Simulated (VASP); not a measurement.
Crystal: PbS.

```xyz
2
Lattice="3.6537 0.0000 0.0000 0.0000 3.6537 0.0000 0.0000 0.0000 3.6537" Properties=species:S:1:pos:R:3 pbc="T T T"
Pb    0.0000    0.0000    0.0000
S     1.8268    1.8268    1.8268
```

Program: VASP 6.6.1. Alike in all runs: task single point; level PBE+U; potentials or basis VASP PAW PBE potentials, release 64 (Pb_d, S); cell as given; cutoff (eV) 500.

Task: Order these runs on this cell by their pressure, lowest first.
A. spin off; U S p U = 1.3 eV; k mesh 4 × 1 × 1; smearing fermi-dirac 0.00861733 eV
B. spin off; U S p U = 8.8 eV; k mesh 4 × 4 × 4; smearing gaussian 0.1 eV
C. spin off; U S p U = 1.4 eV; k mesh 2 × 2 × 2; smearing gaussian 0.1 eV
D. spin collinear, zero start; U S p U = 4.2 eV; k mesh 2 × 2 × 2; smearing tetrahedron
E. spin collinear; U S p U = 2.0 eV; k mesh 1 × 1 × 1, shifted; smearing gaussian 0.1 eV

Result: C (-4.0 GPa), B (0.7 GPa), E (3.4 GPa), D (6.1 GPa), A (11.4 GPa).

Caveats: all runs use coarse meshes; U without spin polarisation on a metal has little footing (at least some runs); tetrahedron occupations give inexact forces and stress in metals (at least some runs).
